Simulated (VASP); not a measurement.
Write the native input for VASP 6.6.1 that does the following.

```yaml
Task: single point
Functional: PBE
Potentials_or_basis: VASP PAW PBE potentials, release 64 (Mg, I)
Cutoff: 520 eV
k_mesh: 6 × 6 × 4
Occupations: gaussian, width 0.05 eV
Spin: no spin polarisation
Dipole_correction: no
Further_INCAR_settings: ALGO = Normal; EDIFF = 1e-06; NBANDS = 15
```

The structure of MgI2 lies in POSCAR:

```
MgI2
1.0
    3.8058706318      0.0000000000      0.0000000000
   -1.9029353159      3.2959806506      0.0000000000
    0.0000000000      0.0000000000      8.1735918737
Mg I
1 2
Direct
    0.0000000000      0.0000000000      0.0000000000
    0.3333333333      0.6666666667      0.7576300000
    0.6666666667      0.3333333333      0.2423700000
```

This cell differs from its parent crystal: ratio of the length along z to the lengths across it x 1.3, volume and fractional coordinates fixed.

The input as run:

INCAR

```
ALGO     = Normal         # electronic algorithm
EDIFF    = 1E-6           # SCF threshold, eV
ENCUT    = 520            # plane-wave cutoff, eV
GGA      = PE             # functional
ISIF     = 2              # what is computed and relaxed
ISMEAR   = 0              # smearing method
LASPH    = True           # aspherical terms in the spheres
LCHARG   = False          # write CHGCAR
LREAL    = False          # projectors in reciprocal space
LWAVE    = False          # write WAVECAR
NBANDS   = 15             # bands
NELM     = 80             # most SCF steps
PREC     = Accurate       # precision mode
SIGMA    = 0.05           # smearing width, eV
```

KPOINTS

```
k-points
0
Gamma
  6 6 4
```

Potentials or basis: VASP PAW PBE potentials, release 64 (Mg, I).

The run is started by

```console
$ cat potpaw_PBE.64/Mg/POTCAR potpaw_PBE.64/I/POTCAR > POTCAR
$ mpirun -np 1 vasp_std > vasp.out
```

Results of the run:

The pressure is 2.1 GPa, the largest force is 0.866 eV/Å and the band gap on the k mesh is 2.36 eV, indirect (least direct gap 2.40 eV).

Caveat: spin-orbit coupling is left out, which moves the levels of the heavy elements; this functional lacks dispersion, which binds the layers, so the pressure and a relaxed spacing across them are unreliable.

Run time: 46 s on 1 thread of AMD EPYC 7R43 64-Core Processor (Zen 3) (shared host), peak memory 0.17 GiB.
